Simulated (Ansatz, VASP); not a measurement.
**Sr: VASP beside Ansatz**

```
CELL_PARAMETERS angstrom
-2.38863 2.38863 2.42500
2.38863 -2.38863 2.42500
2.38863 2.38863 -2.42500
ATOMIC_POSITIONS crystal
Sr 0.00000 0.00000 0.00000
```

Change from the starting cell: strain -0.015 along x and y, +0.000 along z, atoms carried along.

Alike in both runs: task single point; functional r2SCAN; k mesh 14 × 14 × 14; occupations gaussian, width 0.15 eV; no spin polarisation.

```csv
,VASP,Ansatz
version,VASP 6.6.1,Ansatz 0.2.0
potentials or method,"VASP PAW PBE potentials, release 64 (Sr_sv), cutoff 520 eV","scalar-relativistic, plane waves, PAW"
valence electrons in the cell,10,10
```

|  | VASP | Ansatz | Ansatz less VASP |
| --- | --- | --- | --- |
| gap on the k mesh at the Fermi level (eV) | none | none | - |
| pressure (GPa) | 0.1 | 0.1 | -0.01 |

VASP's potentials were made for PBE, not for r2SCAN. A gap of «none» marks a metal or a gap that the smearing closes.
